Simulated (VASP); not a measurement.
Write the native input for VASP 6.6.1 that does the following.

```yaml
Task: single point
Functional: PBE
Potentials_or_basis: VASP PAW PBE potentials, release 64 (Li_sv, In_d)
Cutoff: 520 eV
k_mesh: 12 × 12 × 1
Occupations: gaussian, width 0.1 eV
Spin: no spin polarisation
Dipole_correction: yes
Further_INCAR_settings: ALGO = Normal; EDIFF = 1e-06; NBANDS = 19
```

The structure of Li3In lies in POSCAR:

```
Li3In
1.0
    4.7144415271      0.0000000000      0.0000000000
   -2.3572207635      4.0828261271      0.0000000000
    0.0000000000      0.0000000000     29.5044554000
Li In
3 1
Direct
    0.0000000000      0.0000000000      0.3423307151
    0.6666666667      0.3333333333      0.2818362296
    0.3333333333      0.6666666667      0.2818767214
    0.0000000000      0.0000000000      0.2463246640
```

The input as run:

INCAR

```
SYSTEM = Li3In
  PREC = Accurate
  ENCUT = 520
  EDIFF = 1E-6
  ISMEAR = 0
  SIGMA = 0.1
  LREAL = .False.
  LASPH = .True.
  NELM = 60
  ALGO = Normal
  ISIF = 2
  LWAVE = .False.
  LCHARG = .False.
  LDIPOL = .True.
  IDIPOL = 3
  DIPOL = 0.5 0.5 0.288
  GGA = PE
  NBANDS = 19
```

KPOINTS

```
Automatic mesh
0
Gamma
  12 12 1
  0 0 0
```

Potentials or basis: VASP PAW PBE potentials, release 64 (Li_sv, In_d).

Command:

```sh
$ cat potpaw_PBE.64/Li_sv/POTCAR potpaw_PBE.64/In_d/POTCAR > POTCAR
$ mpirun -np 1 vasp_std > vasp.out
```

Results of the run:

The largest force is 0.003 eV/Å. The band gap on the k mesh is zero (bands 11 and 12 overlap by 0.78 eV).

Caveat: spin-orbit coupling is left out, which moves the levels of the heavy elements.

Wall time 8.1 min on 1 thread of Intel(R) Xeon(R) Platinum 8259CL CPU @ 2.50GHz (Skylake/Cascade Lake) (shared host), peak memory 0.71 GiB.
